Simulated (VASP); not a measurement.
Wanted: the native input for a VASP 6.6.1 run.

```yaml
Task: single point
Functional: LDA
Potentials_or_basis: VASP PAW LDA potentials, release 64 (P, Ir)
Cutoff: 520 eV
k_mesh: 11 × 11 × 11
Occupations: fermi-dirac, width 0.05 eV
Spin: no spin polarisation
Dipole_correction: no
Further_INCAR_settings: ALGO = Normal; EDIFF = 1e-07; NBANDS = 18
```

The structure of PIr2 lies in POSCAR:

```
PIr2
1.0
   -0.0276750000      2.7536625000      2.7536625000
    2.7536625000     -0.0276750000      2.7536625000
    2.7536625000      2.7536625000     -0.0276750000
P Ir
1 2
Direct
    0.0000000000      0.0000000000      0.0000000000
    0.2500000000      0.2500000000      0.2500000000
    0.7500000000      0.7500000000      0.7500000000
```

This cell differs from its parent crystal: equal xy, yz and zx shear strains of -1 %.

The input as run:

INCAR

```
SYSTEM = PIr2
PREC = Accurate ; ENCUT = 520
EDIFF = 1E-7 ; ISMEAR = -1
SIGMA = 0.05 ; LREAL = .FALSE.
LASPH = .TRUE. ; NELM = 80
ALGO = Normal ; ISIF = 2
LWAVE = .FALSE. ; LCHARG = .FALSE.
GGA = CA ; NBANDS = 18
```

KPOINTS

```
regular mesh
0
G
  11 11 11
  0 0 0
```

Potentials or basis: VASP PAW LDA potentials, release 64 (P, Ir).

The run is started by

```console
$ cat potpaw_LDA.64/P/POTCAR potpaw_LDA.64/Ir/POTCAR > POTCAR
$ mpirun -np 1 vasp_std > vasp.out
```

Results of the run:

- Pressure: -2.9 GPa
- Largest force: 0.058 eV/Å

Caveat: the cell differs from its parent crystal (equal xy, yz and zx shear strains of -1 %).

It took 45 s on 1 thread of Intel(R) Xeon(R) 6975P-C (Granite Rapids), on a shared host, peak memory 0.22 GiB.
